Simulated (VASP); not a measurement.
# SrO (rock salt type) (Fm-3m) in VASP: further runs

The runs below take SrO (rock salt type) through single point, with PBE.

Program: VASP 6.6.1. These are calculated values, not measurements. Logs are shortened: lines on timing, memory, paths and dates and some standing lists are left out, and cuts for length are marked.

### Step 1. The cell of the first run

The structure is cubic, space group Fm-3m (No. 225). The conventional cell has a = 5.297 Å, b = 5.297 Å, c = 5.297 Å, α = 90.00°, β = 90.00°, γ = 90.00°. Sr (site symmetry m-3m) has 6 O at 2.65 Å within 3.5 Å. O (site symmetry m-3m) has 6 Sr at 2.65 Å within 3.5 Å.

### Step 2. Single point, PBE

Input file INCAR:

```
SYSTEM = SrO
PREC = Accurate
ENCUT = 520
EDIFF = 1E-7
ISMEAR = -1
SIGMA = 0.06122561905347299
LREAL = .False.
LASPH = .True.
NELM = 80
ALGO = Normal
ISIF = 2
LWAVE = .False.
LCHARG = .False.
GGA = PE
NBANDS = 15
```

Input file KPOINTS:

```
Automatic mesh
0
Gamma
  36 36 36
  0 0 0
```

Input file POSCAR:

```
SrO
1.0
    0.0000000000      2.6485742427      2.6485742427
    2.6485742427      0.0000000000      2.6485742427
    2.6485742427      2.6485742427      0.0000000000
Sr O
1 1
Direct
    0.0000000000      0.0000000000      0.0000000000
    0.5000000000      0.5000000000      0.5000000000
```

Potentials or basis: VASP PAW PBE potentials, release 64 (Sr_sv, O).

Launch:

```console
$ cat potpaw_PBE.64/Sr_sv/POTCAR potpaw_PBE.64/O/POTCAR > POTCAR
$ mpirun -np 1 vasp_std > vasp.out
```

OUTCAR:

```text
SYSTEM = SrO
   PREC = Accurate
   ENCUT = 520
   EDIFF = 1E-7
   ISMEAR = -1
   LREAL = .False.
   LASPH = .True.
   NELM = 80
   ISIF = 2
   GGA = PE

 ion  position               nearest neighbor table
   1  0.000  0.000  0.000-   2 2.65   2 2.65   2 2.65   2 2.65   2 2.65   2 2.65
   2  0.500  0.500  0.500-   1 2.65   1 2.65   1 2.65   1 2.65   1 2.65   1 2.65

  LATTYP: Found a face centered cubic cell.
 ALAT       =     5.2971484854

  Lattice vectors:

 A1 = (   0.0000000000,   2.6485742427,   2.6485742427)
 A2 = (   2.6485742427,   0.0000000000,   2.6485742427)
 A3 = (   2.6485742427,   2.6485742427,   0.0000000000)

Analysis of symmetry for initial positions (statically):
=====================================================================
 Subroutine PRICEL returns:
 Original cell was already a primitive cell.

 Routine SETGRP: Setting up the symmetry group for a
 face centered cubic supercell.

 Subroutine GETGRP returns: Found 48 space group operations
 (whereof 48 operations were pure point group operations)
 out of a pool of 48 trial point group operations.

The static configuration has the point symmetry O_h .

Analysis of symmetry for dynamics (positions and initial velocities):
=====================================================================
 Subroutine PRICEL returns:
 Original cell was already a primitive cell.

 Routine SETGRP: Setting up the symmetry group for a
 face centered cubic supercell.

 Subroutine GETGRP returns: Found 48 space group operations
 (whereof 48 operations were pure point group operations)
 out of a pool of 48 trial point group operations.

The dynamic configuration has the point symmetry O_h .

 Subroutine INISYM returns: Found 48 space group operations
 (whereof 48 operations are pure point group operations),
 and found     1 'primitive' translations

----------------------------------------------------------------------------------------

                                     Primitive cell

  volume of cell :      37.1592

  direct lattice vectors                    reciprocal lattice vectors
     0.000000000  2.648574243  2.648574243    -0.188780813  0.188780813  0.188780813
     2.648574243  0.000000000  2.648574243     0.188780813 -0.188780813  0.188780813
     2.648574243  2.648574243  0.000000000     0.188780813  0.188780813 -0.188780813

  length of vectors
     3.745649615  3.745649615  3.745649615     0.326977960  0.326977960  0.326977960

  position of ions in fractional coordinates (direct lattice)
     0.000000000  0.000000000  0.000000000
     0.500000000  0.500000000  0.500000000

  ion indices of the primitive-cell ions
   primitive index   ion index
                 1           1
                 2           2

----------------------------------------------------------------------------------------

 KPOINTS: Automatic mesh

Automatic generation of k-mesh.
 Grid dimensions read from file:
 generate k-points for:   36   36   36

 Generating k-lattice:

  Cartesian coordinates                     Fractional coordinates (reciprocal lattice)
    -0.005243911  0.005243911  0.005243911     0.027777778  0.000000000  0.000000000
     0.005243911 -0.005243911  0.005243911     0.000000000  0.027777778  0.000000000
     0.005243911  0.005243911 -0.005243911     0.000000000  0.000000000  0.027777778

  Length of vectors
     0.009082721  0.009082721  0.009082721

  Shift w.r.t. Gamma in fractional coordinates (k-lattice)
     0.000000000  0.000000000  0.000000000

 Subroutine IBZKPT returns following result:
 ===========================================

 Found   1240 irreducible k-points:

 Following reciprocal coordinates:
            Coordinates               Weight
  0.000000  0.000000  0.000000      1.000000
  0.027778  0.000000  0.000000      8.000000
  0.055556  0.000000  0.000000      8.000000
  0.083333  0.000000  0.000000      8.000000
  0.111111  0.000000  0.000000      8.000000
  0.138889  0.000000  0.000000      8.000000
[... 16 lines left out ...]
  0.111111  0.027778  0.000000     24.000000
  0.138889  0.027778  0.000000     24.000000
 [... further k-points ...]
   k-points           NKPTS =   1240   k-points in BZ     NKDIM =   1240   number of bands    NBANDS=     15
   number of dos      NEDOS =    301   number of ions     NIONS =      2
   total plane-waves  NPLWV =  21952
   dimension x,y,z NGX =    28 NGY =   28 NGZ =   28
   dimension x,y,z NGXF=    56 NGYF=   56 NGZF=   56
   ions per type =               1   1
   NGX,Y,Z   is equivalent  to a cutoff of  12.43, 12.43, 12.43 a.u.
   NGXF,Y,Z  is equivalent  to a cutoff of  24.85, 24.85, 24.85 a.u.
 SYSTEM =  SrO
   PREC   = accura    normal or accurate (medium, high low for compatibility)
   ISTART =      0    job   : 0-new  1-cont  2-samecut
   ICHARG =      2    charge: 1-file 2-atom 10-const
   ISPIN  =      1    spin polarized calculation?
   LNONCOLLINEAR =      F non collinear calculations
   LSORBIT =      F    spin-orbit coupling
   LASPH  =      T    aspherical Exc in radial PAW
   ENCUT  =  520.0 eV  38.22 Ry    6.18 a.u.   6.96  6.96  6.96*2*pi/ulx,y,z
   NELM   =     80;   NELMIN=  2; NELMDL= -5     # of ELM steps
   EDIFF  = 0.1E-06   stopping-criterion for ELM
   LREAL  =      F    real-space projection
   EDIFFG = 0.1E-05   stopping-criterion for IOM
   NSW    =      0    number of steps for IOM
   IBRION =     -1    ionic relax: 0-MD 1-quasi-New 2-CG
   NFREE  =      0    steps in history (QN), initial steepest desc. (CG)
   ISIF   =      2    stress and relaxation
   ISYM   =      2    0-nonsym 1-usesym 2-fastsym
   POTIM  = 0.5000    time-step for ionic-motion
   TEBEG  =    0.0;   TEEND  =   0.0 temperature during run
   PSTRESS=    0.0 pullay stress
   NELECT =      16.0000    total number of electrons
   NUPDOWN=      -1.0000    fix difference up-down
   EMIN   =  10.00;   EMAX   =-10.00  energy-range for DOS
   EFERMI =   0.00;   METHOD = LEGACY
   ISMEAR =    -1;   SIGMA  =   0.06  broadening in eV -4-tet -1-fermi 0-gaus
   EFERMI_NEDOS =   21; number of points for ismear=-14 and -15
   IALGO  =     38    algorithm
   IMIX   =      4    mixing-type and parameters
     AMIX     =   0.40;   BMIX     =  1.00
     AMIX_MAG =   1.60;   BMIX_MAG =  1.00
  volume/ion in A,a.u.               =      18.58       125.38
  Fermi-wavevector in a.u.,A,eV,Ry     =   1.236211  2.336100 20.792670  1.528218
  Thomas-Fermi vector in A             =   2.370829
   LORBIT       =      0    0 simple, 1 ext, 2 COOP (PROOUT), +10 PAW based schemes
   GGA     = PE    functional components
   LHFCALC =     F    Hartree Fock is set to
   AEXX    =    0.0000 exact exchange contribution
   IVDW    =     0    specifies the selected vdW correction
   LEPSILON=     F    determine dielectric tensor
   LRPA    =     F    only Hartree local field effects (RPA)
 non-spin polarized calculation
  energy-cutoff  :      520.00
  volume of cell :       37.16
 maximum number of plane-waves:      1019
   NGX = 13   NGY = 13   NGZ = 13

 number of electron      16.0000007 magnetization

 Free energy of the ion-electron system (eV)
  ---------------------------------------------------
  ext. energy  EPLUGINS =         0.00000000
  ---------------------------------------------------
  free energy    TOTEN  =       -12.03176498 eV

  energy without entropy =      -12.03176498  energy(sigma->0) =      -12.03176498

 E-fermi :   2.5318     XC(G=0):  -9.6129

 val. band max:        1.2648021159   @ k =   0.0000   0.0000   0.0000
 cond. band min:       4.5619748660   @ k =   0.5000   0.5000   0.0000
 fundamental gap:      3.2971727501
 Fermi energy:         2.5317820648

 k-point     1 :       0.0000    0.0000    0.0000
  band No.  band energies     occupation
      1     -31.4546      2.00000
      2     -13.7135      2.00000
      3     -13.1711      2.00000
      4     -13.1711      2.00000
      5     -13.1711      2.00000
      6       1.2648      2.00000
      7       1.2648      2.00000
      8       1.2648      2.00000
      9       4.6428      0.00000
     10       7.2681      0.00000
     11       7.2681      0.00000
     12       7.2681      0.00000
     13       9.2422      0.00000
     14       9.2422      0.00000
     15      13.5321      0.00000

 k-point     2 :       0.0278    0.0000    0.0000
  band No.  band energies     occupation
      1     -31.4539      2.00000
      2     -13.7463      2.00000
      3     -13.1716      2.00000
      4     -13.1716      2.00000
      5     -13.1401      2.00000
      6       1.2392      2.00000
      7       1.2559      2.00000
      8       1.2559      2.00000
      9       4.6803      0.00000
     10       7.2582      0.00000
     11       7.2820      0.00000
     12       7.2820      0.00000
     13       9.2603      0.00000
     14       9.2603      0.00000
     15      13.5807      0.00000

 k-point     3 :       0.0556    0.0000    0.0000
  band No.  band energies     occupation
      1     -31.4519      2.00000
      2     -13.8284      2.00000
      3     -13.1731      2.00000
      4     -13.1731      2.00000
      5     -13.0633      2.00000
      6       1.1658      2.00000
      7       1.2295      2.00000
      8       1.2295      2.00000
      9       4.7892      0.00000
     10       7.2306      0.00000
     11       7.3235      0.00000
     12       7.3235      0.00000
     13       9.3141      0.00000
     14       9.3141      0.00000
     15      13.7239      0.00000
[... 343 lines left out ...]
 k-point    23 :       0.1111    0.0278    0.0000
  band No.  band energies     occupation
      1     -31.4450      2.00000
      2     -14.0240      2.00000
      3     -13.1836      2.00000
      4     -13.1772      2.00000
      5     -12.8820      2.00000
      6       0.9232      2.00000
      7       1.1435      2.00000
      8       1.1722      2.00000
      9       5.1261      0.00000
     10       7.1089      0.00000
     11       7.4653      0.00000
     12       7.5101      0.00000
     13       9.4403      0.00000
     14       9.5456      0.00000
     15      14.1877      0.00000

 k-point    24 :       0.1389    0.0278    0.0000
  band No.  band energies     occupation
      1     -31.4398      2.00000
      2     -14.1410      2.00000
      3     -13.1886      2.00000
      4     -13.1800      2.00000
      5     -12.7792      2.00000
      6       0.7747      2.00000
      7       1.0730      2.00000
      8       1.1133      2.00000
      9       5.3729      0.00000
     10       7.0666      0.00000
     11       7.5658      0.00000
     12       7.6313      0.00000
     13       9.5689      0.00000
     14       9.6931      0.00000
     15      14.5317      0.00000

 [... further k-points ...]

------------------------ aborting loop because EDIFF is reached ----------------------------------------

  FORCE on cell =-STRESS in cart. coord.  units (eV):
  Direction    XX          YY          ZZ          XY          YZ          ZX
  --------------------------------------------------------------------------------------
  -------------------------------------------------------------------------------------
  Total       -0.9158658     -0.9158658     -0.9158658     -0.0000000     -0.0000000     -0.0000000
  in kB      -39.4889835    -39.4889835    -39.4889835     -0.0000000     -0.0000000     -0.0000000
  external PRESSURE =     -39.4889835 kB  Pullay stress =       0.0000000 kB

 VOLUME and BASIS-vectors are now :
 -----------------------------------------------------------------------------
  energy-cutoff  :      520.00
  volume of cell :       37.16
      direct lattice vectors                 reciprocal lattice vectors
     0.000000000  2.648574243  2.648574243    -0.188780813  0.188780813  0.188780813
     2.648574243  0.000000000  2.648574243     0.188780813 -0.188780813  0.188780813
     2.648574243  2.648574243  0.000000000     0.188780813  0.188780813 -0.188780813

 POSITION                                       TOTAL-FORCE (eV/Angst)
 -----------------------------------------------------------------------------------
      0.00000      0.00000      0.00000         0.000000     -0.000000      0.000000
      2.64857      2.64857      2.64857        -0.000000      0.000000     -0.000000
 -----------------------------------------------------------------------------------
    total drift:                                0.000000      0.000000      0.000000

  FREE ENERGIE OF THE ION-ELECTRON SYSTEM (eV)
  ---------------------------------------------------
  free  energy   TOTEN  =       -12.0317649843 eV

  energy  without entropy=      -12.0317649843  energy(sigma->0) =      -12.03176498
```

Run time: 9.6 min. Hardware: 1 thread of Intel Xeon Platinum 8259CL at 2.50GHz (Skylake/Cascade Lake), shared host; peak memory 0.74 GiB.

What came out:

```
Free energy            : -12.0318 eV
Pressure               : -3.9 GPa
Band gap on the k mesh : 3.30 eV (least direct gap 3.38 eV)
```

Caveat: the cell stands under tension. A k mesh can miss the band edges.

### Step 3. Single point, PBE

This run uses another cell than the first one, of 16.83 Å³/atom.

INCAR is that of step 2.

Input file KPOINTS:

```
regular mesh
0
Gamma
  36 36 36
  0 0 0
```

Input file POSCAR:

```
SrO
1.0
    0.0000000000      2.5625200600      2.5625200600
    2.5625200600      0.0000000000      2.5625200600
    2.5625200600      2.5625200600      0.0000000000
Sr O
1 1
Direct
    0.0000000000      0.0000000000      0.0000000000
    0.5000000000      0.5000000000      0.5000000000
```

Potentials or basis: VASP PAW PBE potentials, release 64 (Sr_sv, O).

Launch:

```console
$ cat potpaw_PBE.64/Sr_sv/POTCAR potpaw_PBE.64/O/POTCAR > POTCAR
$ mpirun -np 1 vasp_std > vasp.out
```

Wall time 18 min (1 thread of Oxide Virtual Turin-like, shared host); peak memory 0.66 GiB.

It converged, with:

```yaml
Free_energy: -12.0331 eV
Pressure: 4.4 GPa
Band_gap_on_the_k_mesh: 3.26 eV (least direct gap 3.34 eV)
```

Levels at points of the mesh, in eV from the valence-band top:
| k point | band 5 | band 6 | band 7 | band 8 | band 9 | band 10 | band 11 | band 12 |
| --- | --- | --- | --- | --- | --- | --- | --- | --- |
| (0.00, 0.00, 0.00) | -13.98 | 0.00 | 0.00 | 0.00 | 4.05 | 6.23 | 6.23 | 6.23 |
| (0.50, 0.00, 0.00) | -12.79 | -2.19 | -1.16 | -1.16 | 6.60 | 8.54 | 8.90 | 8.90 |
| (0.50, 0.50, 0.00) | -14.36 | -0.42 | -0.08 | -0.08 | 3.26 | 7.88 | 10.24 | 10.47 |

Caveat: the cell stands under pressure. A k mesh can miss the band edges.

### Step 4. Single point, PBE

This run uses another cell than the first one, of 17.18 Å³/atom.

Input file INCAR:

```
ALGO = Normal
EDIFF = 1E-6
ENCUT = 520
GGA = PE
ISIF = 2
ISMEAR = -1
LASPH = True
LCHARG = False
LREAL = False
LWAVE = False
NBANDS = 15
NELM = 60
PREC = Accurate
SIGMA = 0.06122561905347299
```

Input file KPOINTS:

```
k-points
0
Gamma
  36 36 36
```

Input file POSCAR:

```
SrO
1.0
    0.0000000000      2.5801931706      2.5801931706
    2.5801931706      0.0000000000      2.5801931706
    2.5801931706      2.5801931706      0.0000000000
Sr O
1 1
Direct
    0.0000000000      0.0000000000      0.0000000000
    0.5000000000      0.5000000000      0.5000000000
```

Launch:

```console
$ cat potpaw_PBE.64/Sr_sv/POTCAR potpaw_PBE.64/O/POTCAR > POTCAR
$ mpirun -np 1 vasp_std > vasp.out
```

Run time: 16 min. Hardware: 1 thread of Oxide Virtual Turin-like, shared host; peak memory 0.66 GiB.

It converged, with:

| Property | Result |
| --- | --- |
| Free energy | -12.0481 eV |
| Pressure | 2.3 GPa |
| Band gap on the k mesh | 3.27 eV (least direct gap 3.37 eV) |

Levels at points of the mesh, in eV from the valence-band top:
| k point | band 4 | band 5 | band 6 | band 7 | band 8 | band 9 | band 10 | band 11 | band 12 | band 13 |
| --- | --- | --- | --- | --- | --- | --- | --- | --- | --- | --- |
| (0.00, 0.00, 0.00) | -14.08 | -14.08 | 0.00 | 0.00 | 0.00 | 3.91 | 6.19 | 6.19 | 6.19 | 8.33 |
| (0.50, 0.00, 0.00) | -14.15 | -12.89 | -2.15 | -1.12 | -1.12 | 6.51 | 8.37 | 8.79 | 8.79 | 11.81 |
| (0.50, 0.50, 0.00) | -14.43 | -14.43 | -0.45 | -0.10 | -0.10 | 3.27 | 7.72 | 10.10 | 10.29 | 11.01 |

A k mesh can miss the band edges.

### Step 5. The runs side by side

```tsv
cell	gap on the mesh (eV)	pressure (GPa)
a = 3.746 Å, angles 60.0°, 2 atoms	3.30	-3.9
a = 3.624 Å, angles 60.0°, 2 atoms	3.26	4.4
a = 3.649 Å, angles 60.0°, 2 atoms	3.27	2.3
```

Alike in all rows: task single point; level PBE; potentials or basis VASP PAW PBE potentials, release 64 (Sr_sv, O); no spin polarisation; k mesh 36 × 36 × 36; cutoff (eV) 520; smearing fermi-dirac 0.0612256 eV.

Caveats: the cell stands under tension (at least some runs); the cell stands under pressure (at least some runs).

Total energies depend on the potentials used, so only differences within one code and one set of settings carry meaning.
